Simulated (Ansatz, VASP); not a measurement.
# Al in VASP and in Ansatz

```
CELL_PARAMETERS angstrom
2.85749 0.00000 0.00000
0.00000 2.85749 0.00000
0.00000 0.00000 20.04110
ATOMIC_POSITIONS crystal
Al 0.00000 0.00000 0.39918
Al 0.50000 0.50000 0.50000
Al 0.00000 0.00000 0.60082
```

Alike in both runs: task single point; functional PBE; k mesh 14 × 14 × 1; occupations fermi-dirac, width 0.08 eV; no spin polarisation.

|  | VASP | Ansatz |
| --- | --- | --- |
| version | VASP 6.6.1 | Ansatz 0.2.0 |
| potentials or method | VASP PAW PBE potentials, release 64 (Al), cutoff 520 eV | all-electron LAPW, scalar-relativistic |

```tsv
	VASP	Ansatz	Ansatz less VASP
rms of the force components (eV/Å)	0.099	0.100	+0.0004
```

Atom by atom the forces differ by 0.000 eV/Å (rms over components). Ansatz ran all-electron here, and VASP with PAW potentials.
